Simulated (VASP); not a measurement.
Here is a VASP 6.6.1 calculation.

File INCAR:

```
SYSTEM = Sb2S
ALGO = Normal
EDIFF = 1E-6
ENCUT = 520
GGA = PE
ISIF = 2
ISMEAR = 0
LASPH = .True.
LCHARG = .False.
LREAL = .False.
LWAVE = .False.
NBANDS = 25
NELM = 80
PREC = Accurate
SIGMA = 0.1
```

Contents of KPOINTS:

```
k-points
0
Gamma
  6 6 6
  0 0 0
```

Contents of POSCAR:

```
Sb2S
1.0
    5.9361098952      0.0000000000      0.0000000000
    0.0000000000      5.9361098952      0.0000000000
    0.0000000000      0.0000000000      5.9361098952
Sb S
4 2
Direct
    0.7500000000      0.7500000000      0.7500000000
    0.2500000000      0.2500000000      0.7500000000
    0.2500000000      0.7500000000      0.2500000000
    0.7500000000      0.2500000000      0.2500000000
    0.0000000000      0.0000000000      0.0000000000
    0.5000000000      0.5000000000      0.5000000000
```

Potentials or basis: VASP PAW PBE potentials, release 64 (Sb, S).

Command:

```console
$ cat potpaw_PBE.64/Sb/POTCAR potpaw_PBE.64/S/POTCAR > POTCAR
$ mpirun -np 1 vasp_std > vasp.out
```

What does it give for the band gap on the k mesh?

Zero (band 16 reaches 4.59 eV, above the bottom of band 17 at 3.82 eV).

What does it give for the pressure?

0.0 GPa.

Caveat: spin-orbit coupling is left out, which moves the levels of the heavy elements.
